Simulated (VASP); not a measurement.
# TePt (R-3m) in VASP: notebook, part 2 of 2

VASP 6.6.1. The steps go on from the part before.

**3. Single point, r2SCAN**

The input, POSCAR:

```
TePt
1.0
    1.9815661262      1.1440577364      6.6610305258
   -1.9815661262      1.1440577364      6.6610305258
    0.0000000000     -2.2881154728      6.6610305258
Te Pt
2 2
Direct
    0.5980000000      0.5980000000      0.5980000000
    0.4020000000      0.4020000000      0.4020000000
    0.8703333333      0.8703333333      0.8703333333
    0.1296666667      0.1296666667      0.1296666667
```

The input, INCAR.step1:

```
PREC = Accurate
ENCUT = 520
ISMEAR = 0
SIGMA = 0.1
LREAL = False
LASPH = True
NELM = 100
NBANDS = 24
GGA = PE
ALGO = Normal
EDIFF = 1E-4
LWAVE = True
LCHARG = False
```

The input, INCAR.step2:

```
PREC = Accurate
ENCUT = 520
EDIFF = 1E-6
ISMEAR = 0
SIGMA = 0.1
LREAL = False
LASPH = True
NELM = 100
ALGO = Normal
ISIF = 2
LWAVE = False
LCHARG = False
METAGGA = R2SCAN
LMIXTAU = True
NBANDS = 24
ISTART = 1
```

The input, KPOINTS:

```
Automatic mesh
0
Gamma
  6 6 6
```

Potentials or basis: VASP PAW PBE potentials, release 64 (Te, Pt).

Command:

```console
$ cat potpaw_PBE.64/Te/POTCAR potpaw_PBE.64/Pt/POTCAR > POTCAR
$ cp INCAR.step1 INCAR
$ mpirun -np 1 vasp_std > vasp.out
$ cp INCAR.step2 INCAR
$ mpirun -np 1 vasp_std > vasp.out
```

OUTCAR:

```text
PREC = Accurate
   ENCUT = 520
   EDIFF = 1E-6
   ISMEAR = 0
   LREAL = False
   LASPH = True
   NELM = 100
   ISIF = 2
   METAGGA = R2SCAN
   ISTART = 1

 ion  position               nearest neighbor table
   1  0.598  0.598  0.598-   3 2.59   3 2.59   3 2.59   4 3.54   4 3.54   4 3.54   2 3.57   2 3.57
                             2 3.57
   2  0.402  0.402  0.402-   4 2.59   4 2.59   4 2.59   3 3.54   3 3.54   3 3.54   1 3.57   1 3.57
                             1 3.57
   3  0.870  0.870  0.870-   1 2.59   1 2.59   1 2.59   4 2.72   4 2.72   4 2.72   2 3.54   2 3.54
                             2 3.54
   4  0.130  0.130  0.130-   2 2.59   2 2.59   2 2.59   3 2.72   3 2.72   3 2.72   1 3.54   1 3.54
                             1 3.54

  LATTYP: Found a trigonal (rhomboedric) cell.
 ALAT       =     7.0430675194
 COS(alpha) =     0.8416845021

  Lattice vectors:

 A1 = (   1.9815661262,   1.1440577364,   6.6610305258)
 A2 = (  -1.9815661262,   1.1440577364,   6.6610305258)
 A3 = (   0.0000000000,  -2.2881154728,   6.6610305258)

Analysis of symmetry for initial positions (statically):
=====================================================================
 Subroutine PRICEL returns:
 Original cell was already a primitive cell.

 Routine SETGRP: Setting up the symmetry group for a
 trigonal (rhombohedral) supercell.

 Subroutine GETGRP returns: Found 12 space group operations
 (whereof 12 operations were pure point group operations)
 out of a pool of 12 trial point group operations.

The static configuration has the point symmetry D_3d.

Analysis of symmetry for dynamics (positions and initial velocities):
=====================================================================
 Subroutine PRICEL returns:
 Original cell was already a primitive cell.

 Routine SETGRP: Setting up the symmetry group for a
 trigonal (rhombohedral) supercell.

[... 126 lines left out ...]
   IMIX   =      4    mixing-type and parameters
     AMIX     =   0.40;   BMIX     =  1.00
     AMIX_MAG =   1.60;   BMIX_MAG =  1.00
  volume/ion in A,a.u.               =      22.65       152.86
  Fermi-wavevector in a.u.,A,eV,Ry     =   1.157200  2.186791 18.219723  1.339112
  Thomas-Fermi vector in A             =   2.293814
   LORBIT       =      0    0 simple, 1 ext, 2 COOP (PROOUT), +10 PAW based schemes
   METAGGA = R2SCAN    functional components
   LHFCALC =     F    Hartree Fock is set to
   AEXX    =    0.0000 exact exchange contribution
   IVDW    =     0    specifies the selected vdW correction
   LEPSILON=     F    determine dielectric tensor
   LRPA    =     F    only Hartree local field effects (RPA)
 non-spin polarized calculation
 Gauss-broadening in eV      SIGMA  =   0.10
  energy-cutoff  :      520.00
  volume of cell :       90.60
 maximum number of plane-waves:      2472
 NGX is ok and might be reduce to    54
   NGX = 27   NGY = 27   NGZ = 27

 number of electron      32.0000000 magnetization

 Free energy of the ion-electron system (eV)
  ---------------------------------------------------
  ext. energy  EPLUGINS =         0.00000000
  ---------------------------------------------------
  free energy    TOTEN  =      -155.36967253 eV

  energy without entropy =     -155.35394801  energy(sigma->0) =     -155.36181027

 E-fermi :   8.3118     XC(G=0): -11.5669

 val. band max:        8.3077326465   @ k =   0.3333   0.1667   0.0000
 cond. band min:       8.3475762789   @ k =   0.5000   0.3333   0.1667
 fundamental gap:      0.0398436324
 Fermi energy:         8.3118067169

 k-point     1 :       0.0000    0.0000    0.0000
  band No.  band energies     occupation
      1      -5.5511      2.00000
      2      -3.9230      2.00000
      3       1.2401      2.00000
      4       2.5557      2.00000
      5       2.5557      2.00000
      6       3.2225      2.00000
[... 637 lines left out ...]
     23      15.9204      0.00000
     24      17.7967      0.00000

 [... further k-points ...]

------------------------ aborting loop because EDIFF is reached ----------------------------------------

  FORCE on cell =-STRESS in cart. coord.  units (eV):
  Direction    XX          YY          ZZ          XY          YZ          ZX
  --------------------------------------------------------------------------------------
  -------------------------------------------------------------------------------------
  Total        1.4923536      1.4923536      1.5359594      0.0000000      0.0000000      0.0000000
  in kB       26.3896205     26.3896205     27.1607113      0.0000000      0.0000000      0.0000000
  external PRESSURE =      26.6466508 kB  Pullay stress =       0.0000000 kB

 VOLUME and BASIS-vectors are now :
 -----------------------------------------------------------------------------
  energy-cutoff  :      520.00
  volume of cell :       90.60
      direct lattice vectors                 reciprocal lattice vectors
     1.981566126  1.144057736  6.661030526     0.252325670  0.145680293  0.050042307
    -1.981566126  1.144057736  6.661030526    -0.252325670  0.145680293  0.050042307
     0.000000000 -2.288115473  6.661030526     0.000000000 -0.291360587  0.050042307

 POSITION                                       TOTAL-FORCE (eV/Angst)
 -----------------------------------------------------------------------------------
      0.00000      0.00000     11.94989         0.000000     -0.000000      0.044647
      0.00000      0.00000      8.03320         0.000000      0.000000     -0.044647
      0.00000      0.00000     17.39195         0.000000     -0.000000     -0.065114
      0.00000      0.00000      2.59114         0.000000      0.000000      0.065114
 -----------------------------------------------------------------------------------
    total drift:                                0.000000     -0.000000      0.000000

  FREE ENERGIE OF THE ION-ELECTRON SYSTEM (eV)
  ---------------------------------------------------
  free  energy   TOTEN  =      -155.3696725294 eV

  energy  without entropy=     -155.3539480068  energy(sigma->0) =     -155.36181027
```

OSZICAR.step1:

```text
N       E                     dE             d eps       ncg     rms          rms(c)
DAV:   1     0.166244567331E+03    0.16624E+03   -0.13936E+04  1536   0.118E+03
DAV:   2    -0.135402008925E+02   -0.17978E+03   -0.16582E+03  1864   0.226E+02
DAV:   3    -0.203299378962E+02   -0.67897E+01   -0.67035E+01  1864   0.440E+01
DAV:   4    -0.204154539861E+02   -0.85516E-01   -0.85486E-01  1888   0.542E+00
DAV:   5    -0.204171671976E+02   -0.17132E-02   -0.17132E-02  1936   0.710E-01    0.160E+01
DAV:   6    -0.199330075253E+02    0.48416E+00   -0.14413E+00  1688   0.963E+00    0.923E+00
DAV:   7    -0.198395580546E+02    0.93449E-01   -0.27762E-01  1600   0.481E+00    0.306E+00
DAV:   8    -0.197995074626E+02    0.40051E-01   -0.11382E-01  1672   0.286E+00    0.964E-01
DAV:   9    -0.197996771112E+02   -0.16965E-03   -0.11544E-02  1840   0.625E-01    0.336E-01
DAV:  10    -0.197992547193E+02    0.42239E-03   -0.23920E-03  1752   0.323E-01    0.137E-01
DAV:  11    -0.197992220481E+02    0.32671E-04   -0.10636E-04  1136   0.601E-02
   1 F= -.19799222E+02 E0= -.19791379E+02  d E =-.156866E-01
```

It took 17 min on 1 thread of Intel Xeon Platinum 8175M at 2.50GHz (Skylake/Cascade Lake), shared host; peak memory 0.45 GiB.

Results:

```yaml
Free_energy: -155.3697 eV
Pressure: 2.7 GPa
Largest_force: 0.065 eV/Å
Band_gap_on_the_k_mesh: zero (band 16 reaches 9.60 eV, above the bottom of band 17 at 7.07 eV)
```

Forces on the atoms (eV/Å):
```
Te   0.000  0.000  0.045
Te   0.000  0.000 -0.045
Pt   0.000  0.000 -0.065
Pt   0.000  0.000  0.065
```

Stress tensor (GPa, compression positive):
```
2.64 0.00 0.00
0.00 2.64 0.00
0.00 0.00 2.72
```

Caveat: the PAW data sets were made with another functional, which shifts forces and pressure a little; spin-orbit coupling is left out, which moves the levels of the heavy elements.

**4. Single point, r2SCAN**

POSCAR is that of step 3.

The input, INCAR.step1:

```
SYSTEM = TePt
ALGO = Normal
EDIFF = 1E-4
ENCUT = 520
GGA = PE
ISMEAR = 0
LASPH = .True.
LCHARG = .False.
LREAL = .False.
LWAVE = .True.
NBANDS = 24
NELM = 100
PREC = Accurate
SIGMA = 0.1
```

The input, INCAR.step2:

```
SYSTEM = TePt
ALGO = Normal
EDIFF = 1E-6
ENCUT = 520
ISIF = 2
ISMEAR = 0
ISTART = 1
LASPH = .True.
LCHARG = .False.
LMIXTAU = .True.
LREAL = .False.
LWAVE = .False.
METAGGA = R2SCAN
NBANDS = 24
NELM = 100
PREC = Accurate
SIGMA = 0.1
```

The input, KPOINTS:

```
k-points
0
Gamma
  6 6 6
  0 0 0
```

Command:

```console
$ cat potpaw_PBE.64/Te/POTCAR potpaw_PBE.64/Pt/POTCAR > POTCAR
$ cp INCAR.step1 INCAR
$ mpirun -np 1 vasp_std > vasp.out
$ cp INCAR.step2 INCAR
$ mpirun -np 1 vasp_std > vasp.out
```

Wall time 16 min (1 thread of Intel Xeon Platinum 8175M at 2.50GHz (Skylake/Cascade Lake), shared host); peak memory 0.45 GiB.

The run converged. Its results:

* Free energy: -155.3697 eV
* Pressure: 2.7 GPa
* Largest force: 0.065 eV/Å
* Band gap on the k mesh: zero (band 16 reaches 9.60 eV, above the bottom of band 17 at 7.07 eV)

Forces in eV/Å, atoms in the order of the input:
```
Te   0.000  0.000  0.045
Te   0.000  0.000 -0.045
Pt   0.000  0.000 -0.065
Pt   0.000  0.000  0.065
```

Stress tensor (GPa, compression positive):
```
2.64 0.00 0.00
0.00 2.64 0.00
0.00 0.00 2.72
```

Levels at points of the mesh, in eV from the Fermi level:
| k point | band 14 | band 15 | band 16 | band 17 | band 18 | band 19 |
| --- | --- | --- | --- | --- | --- | --- |
| (0.00, 0.00, 0.00) | 0.69 | 0.69 | 0.87 | 1.51 | 2.99 | 2.99 |
| (0.50, 0.00, 0.00) | -2.15 | -2.03 | -1.10 | 0.31 | 1.43 | 2.20 |
| (0.50, 0.50, 0.00) | -1.95 | -1.81 | -1.37 | -1.25 | 2.64 | 4.04 |
| (0.50, 0.50, 0.50) | -1.73 | 1.29 | 1.29 | 2.05 | 2.05 | 3.73 |

Caveat: the PAW data sets were made with another functional, which shifts forces and pressure a little; spin-orbit coupling is left out, which moves the levels of the heavy elements.
